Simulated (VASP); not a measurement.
# HgTe (I-4m2) in VASP: notebook

The runs below take HgTe through single point, with PBE, r2SCAN, HSE06.

Program: VASP 6.6.1. These are calculated values, not measurements. Logs are shortened: lines on timing, memory, paths and dates and some standing lists are left out, and cuts for length are marked.

## (1) The cell of the first run

It takes space group I-4m2 (No. 119, tetragonal). Conventional cell: a = 4.918 Å, b = 4.918 Å, c = 6.578 Å, α = 90.00°, β = 90.00°, γ = 90.00°. Hg (site symmetry -4m2) has 4 Te at 2.96 Å within 3.9 Å. Te (site symmetry -4m2) has 4 Hg at 2.96 Å within 3.9 Å.

## (2) Single point, PBE (biaxial xy strain +5.7%)

File INCAR:

```
PREC = Accurate
ENCUT = 520
EDIFF = 1E-6
ISMEAR = -1
SIGMA = 0.02
LREAL = False
LASPH = True
NELM = 80
ALGO = Normal
ISIF = 2
LWAVE = False
LCHARG = True
GGA = PE
LELF = True
LVHAR = True
NBANDS = 16
```

File KPOINTS:

```
regular mesh
0
Gamma
  6 6 6
```

File POSCAR:

```
HgTe
1.0
    0.0000000000      3.4776682752      3.2891972715
    3.4776682752      0.0000000000      3.2891972715
    3.4776682752      3.4776682752      0.0000000000
Hg Te
1 1
Direct
    0.0000000000      0.0000000000      0.0000000000
    0.2500000000      0.2500000000      0.2500000000
```

Potentials or basis: VASP PAW PBE potentials, release 64 (Hg, Te).

The run is started by

```sh
> cat potpaw_PBE.64/Hg/POTCAR potpaw_PBE.64/Te/POTCAR > POTCAR
> mpirun -np 1 vasp_std > vasp.out
```

OUTCAR:

```text
PREC = Accurate
   ENCUT = 520
   EDIFF = 1E-6
   ISMEAR = -1
   LREAL = False
   LASPH = True
   NELM = 80
   ISIF = 2
   GGA = PE

 ion  position               nearest neighbor table
   1  0.000  0.000  0.000-   2 2.96   2 2.96   2 2.96   2 2.96
   2  0.250  0.250  0.250-   1 2.96   1 2.96   1 2.96   1 2.96

  LATTYP: Found a body centered tetragonal cell.
 ALAT       =     4.9181656402
 C/A-ratio  =     1.3375707579

  Lattice vectors:

 A1 = (   0.0000000000,  -3.4776682752,  -3.2891972715)
 A2 = (   0.0000000000,   3.4776682752,  -3.2891972715)
 A3 = (   3.4776682752,   0.0000000000,   3.2891972715)

Analysis of symmetry for initial positions (statically):
=====================================================================
 Subroutine PRICEL returns:
 Original cell was already a primitive cell.

 Routine SETGRP: Setting up the symmetry group for a
 body centered tetragonal supercell.

 Subroutine GETGRP returns: Found  8 space group operations
 (whereof  8 operations were pure point group operations)
 out of a pool of 16 trial point group operations.

The static configuration has the point symmetry D_2d.

Analysis of symmetry for dynamics (positions and initial velocities):
=====================================================================
 Subroutine PRICEL returns:
 Original cell was already a primitive cell.

 Routine SETGRP: Setting up the symmetry group for a
 body centered tetragonal supercell.

 Subroutine GETGRP returns: Found  8 space group operations
 (whereof  8 operations were pure point group operations)
 out of a pool of 16 trial point group operations.

The dynamic configuration has the point symmetry D_2d.

 Subroutine INISYM returns: Found  8 space group operations
 (whereof  8 operations are pure point group operations),
 and found     1 'primitive' translations

----------------------------------------------------------------------------------------

                                     Primitive cell

  volume of cell :      79.5603

  direct lattice vectors                    reciprocal lattice vectors
     0.000000000  3.477668275  3.289197271    -0.143774495  0.143774495  0.152012774
     3.477668275  0.000000000  3.289197271     0.143774495 -0.143774495  0.152012774
     3.477668275  3.477668275  0.000000000     0.143774495  0.143774495 -0.152012774

  length of vectors
     4.786752064  4.786752064  4.918165640     0.253870231  0.253870231  0.253870231

  position of ions in fractional coordinates (direct lattice)
     0.000000000  0.000000000  0.000000000
     0.250000000  0.250000000  0.250000000

  ion indices of the primitive-cell ions
   primitive index   ion index
                 1           1
                 2           2

----------------------------------------------------------------------------------------

 KPOINTS: regular mesh

Automatic generation of k-mesh.
 Grid dimensions read from file:
 generate k-points for:    6    6    6

 Generating k-lattice:

  Cartesian coordinates                     Fractional coordinates (reciprocal lattice)
    -0.023962416  0.023962416  0.025335462     0.166666667  0.000000000  0.000000000
     0.023962416 -0.023962416  0.025335462     0.000000000  0.166666667  0.000000000
     0.023962416  0.023962416 -0.025335462     0.000000000  0.000000000  0.166666667

  Length of vectors
     0.042311705  0.042311705  0.042311705

  Shift w.r.t. Gamma in fractional coordinates (k-lattice)
     0.000000000  0.000000000  0.000000000

 Subroutine IBZKPT returns following result:
 ===========================================

 Found     30 irreducible k-points:

 Following reciprocal coordinates:
            Coordinates               Weight
  0.000000  0.000000  0.000000      1.000000
  0.166667 -0.000000  0.000000      8.000000
  0.333333  0.000000  0.000000      8.000000
  0.500000  0.000000  0.000000      4.000000
  0.166667  0.166667  0.000000      2.000000
  0.333333  0.166667  0.000000      8.000000
[... 16 lines left out ...]
  0.333333  0.000000  0.333333      4.000000
  0.500000  0.000000  0.333333     16.000000
 [... further k-points ...]
   k-points           NKPTS =     30   k-points in BZ     NKDIM =     30   number of bands    NBANDS=     16
   number of dos      NEDOS =    301   number of ions     NIONS =      2
   total plane-waves  NPLWV =  51840
   dimension x,y,z NGX =    36 NGY =   36 NGZ =   40
   dimension x,y,z NGXF=    72 NGYF=   72 NGZF=   80
   ions per type =               1   1
   NGX,Y,Z   is equivalent  to a cutoff of  12.50, 12.50, 13.52 a.u.
   NGXF,Y,Z  is equivalent  to a cutoff of  25.01, 25.01, 27.04 a.u.
 SYSTEM =  unknown system
   PREC   = accura    normal or accurate (medium, high low for compatibility)
   ISTART =      0    job   : 0-new  1-cont  2-samecut
   ICHARG =      2    charge: 1-file 2-atom 10-const
   ISPIN  =      1    spin polarized calculation?
   LNONCOLLINEAR =      F non collinear calculations
   LSORBIT =      F    spin-orbit coupling
   LASPH  =      T    aspherical Exc in radial PAW
   ENCUT  =  520.0 eV  38.22 Ry    6.18 a.u.   8.90  8.90  9.14*2*pi/ulx,y,z
   NELM   =     80;   NELMIN=  2; NELMDL= -5     # of ELM steps
   EDIFF  = 0.1E-05   stopping-criterion for ELM
   LREAL  =      F    real-space projection
   EDIFFG = 0.1E-04   stopping-criterion for IOM
   NSW    =      0    number of steps for IOM
   IBRION =     -1    ionic relax: 0-MD 1-quasi-New 2-CG
   NFREE  =      0    steps in history (QN), initial steepest desc. (CG)
   ISIF   =      2    stress and relaxation
   ISYM   =      2    0-nonsym 1-usesym 2-fastsym
   POTIM  = 0.5000    time-step for ionic-motion
   TEBEG  =    0.0;   TEEND  =   0.0 temperature during run
   PSTRESS=    0.0 pullay stress
   NELECT =      18.0000    total number of electrons
   NUPDOWN=      -1.0000    fix difference up-down
   EMIN   =  10.00;   EMAX   =-10.00  energy-range for DOS
   EFERMI =   0.00;   METHOD = LEGACY
   ISMEAR =    -1;   SIGMA  =   0.02  broadening in eV -4-tet -1-fermi 0-gaus
   EFERMI_NEDOS =   21; number of points for ismear=-14 and -15
   IALGO  =     38    algorithm
   IMIX   =      4    mixing-type and parameters
     AMIX     =   0.40;   BMIX     =  1.00
     AMIX_MAG =   1.60;   BMIX_MAG =  1.00
  volume/ion in A,a.u.               =      39.78       268.45
  Fermi-wavevector in a.u.,A,eV,Ry     =   0.997548  1.885091 13.539172  0.995101
  Thomas-Fermi vector in A             =   2.129711
   LORBIT       =      0    0 simple, 1 ext, 2 COOP (PROOUT), +10 PAW based schemes
   GGA     = PE    functional components
   LHFCALC =     F    Hartree Fock is set to
   AEXX    =    0.0000 exact exchange contribution
   IVDW    =     0    specifies the selected vdW correction
   LEPSILON=     F    determine dielectric tensor
   LRPA    =     F    only Hartree local field effects (RPA)
 non-spin polarized calculation
  energy-cutoff  :      520.00
  volume of cell :       79.56
 maximum number of plane-waves:      2162
   NGX = 17   NGY = 17   NGZ = 19

 number of electron      18.0000001 magnetization

 Free energy of the ion-electron system (eV)
  ---------------------------------------------------
  ext. energy  EPLUGINS =         0.00000000
  ---------------------------------------------------
  free energy    TOTEN  =        -3.59390388 eV

  energy without entropy =       -3.59382951  energy(sigma->0) =       -3.59386669

 E-fermi :   1.5492     XC(G=0):  -8.0139

 val. band max:        1.4724963152   @ k =   0.0000   0.0000   0.0000
 cond. band min:       1.6107710158   @ k =   0.0000   0.0000   0.0000
 fundamental gap:      0.1382747006
 Fermi energy:         1.5491991852

 k-point     1 :       0.0000    0.0000    0.0000
  band No.  band energies     occupation
      1      -9.4329      2.00000
      2      -5.0123      2.00000
      3      -5.0123      2.00000
      4      -5.0043      2.00000
      5      -4.6708      2.00000
      6      -4.6492      2.00000
[... 8 lines left out ...]
     15      10.5175      0.00000
     16      11.0570      0.00000

 k-point     2 :       0.1667   -0.0000    0.0000
  band No.  band energies     occupation
      1      -9.3408      2.00000
      2      -4.9890      2.00000
      3      -4.9847      2.00000
      4      -4.9517      2.00000
      5      -4.6696      2.00000
      6      -4.6523      2.00000
[... 8 lines left out ...]
     15       9.8911      0.00000
     16      10.2264      0.00000

 k-point     3 :       0.3333    0.0000    0.0000
  band No.  band energies     occupation
      1      -9.1462      2.00000
      2      -4.9500      2.00000
      3      -4.9382      2.00000
      4      -4.7308      2.00000
      5      -4.6568      2.00000
      6      -4.6481      2.00000
[... 8 lines left out ...]
     15      10.3133      0.00000
     16      10.3552      0.00000

 k-point     4 :       0.5000    0.0000    0.0000
  band No.  band energies     occupation
      1      -9.0434      2.00000
      2      -4.9355      2.00000
      3      -4.9188      2.00000
      4      -4.6511      2.00000
      5      -4.6438      2.00000
      6      -4.4542      2.00000
[... 8 lines left out ...]
     15      11.1462      0.00000
     16      11.4847      0.00000
[... 324 lines left out ...]
 k-point    22 :      -0.3333    0.5000    0.1667
  band No.  band energies     occupation
      1      -8.9017      2.00000
      2      -4.8412      2.00000
      3      -4.8311      2.00000
      4      -4.7393      2.00000
      5      -4.6444      2.00000
      6      -4.2784      2.00000
[... 8 lines left out ...]
     15      11.9135      0.00000
     16      12.1736      0.00000

 k-point    23 :       0.3333    0.0000    0.3333
  band No.  band energies     occupation
      1      -9.0546      2.00000
      2      -4.8734      2.00000
      3      -4.8551      2.00000
      4      -4.8280      2.00000
      5      -4.6402      2.00000
      6      -4.6162      2.00000
[... 8 lines left out ...]
     15      11.3602      0.00000
     16      12.5402      0.00000

 k-point    24 :       0.5000    0.0000    0.3333
  band No.  band energies     occupation
      1      -8.9501      2.00000
      2      -4.8718      2.00000
      3      -4.8161      2.00000
      4      -4.7542      2.00000
      5      -4.6320      2.00000
      6      -4.4318      2.00000
[... 8 lines left out ...]
     15      11.5464      0.00000
     16      12.2698      0.00000

 [... further k-points ...]
[... 5 lines left out ...]
  --------------------------------------------------------------------------------------
  -------------------------------------------------------------------------------------
  Total       -1.1957701     -1.1957701     -0.8064181      0.0000000      0.0000000      0.0000000
  in kB      -24.0803080    -24.0803080    -16.2395744      0.0000000      0.0000000      0.0000000
  external PRESSURE =     -21.4667301 kB  Pullay stress =       0.0000000 kB

 VOLUME and BASIS-vectors are now :
 -----------------------------------------------------------------------------
  energy-cutoff  :      520.00
  volume of cell :       79.56
      direct lattice vectors                 reciprocal lattice vectors
     0.000000000  3.477668275  3.289197271    -0.143774495  0.143774495  0.152012774
     3.477668275  0.000000000  3.289197271     0.143774495 -0.143774495  0.152012774
     3.477668275  3.477668275  0.000000000     0.143774495  0.143774495 -0.152012774

 POSITION                                       TOTAL-FORCE (eV/Angst)
 -----------------------------------------------------------------------------------
      0.00000      0.00000      0.00000        -0.000000     -0.000000      0.000000
      1.73883      1.73883      1.64460         0.000000      0.000000     -0.000000
 -----------------------------------------------------------------------------------
    total drift:                               -0.000000     -0.000000      0.000000

  FREE ENERGIE OF THE ION-ELECTRON SYSTEM (eV)
  ---------------------------------------------------
  free  energy   TOTEN  =        -3.5939038789 eV

  energy  without entropy=       -3.5938295075  energy(sigma->0) =       -3.59386669
```

It took 15 s on 1 thread of Intel Xeon 6975P-C (Granite Rapids), shared host; peak memory 0.23 GiB.

What came out:

| Item | Value |
| --- | --- |
| Free energy | -3.5939 eV |
| Pressure | -2.1 GPa |
| Band gap on the k mesh | 0.14 eV |

Caveat: the cell differs from its parent crystal (biaxial xy strain +5.7%); spin-orbit coupling is left out, which moves the levels of the heavy elements.

[end of part 1 of 2]
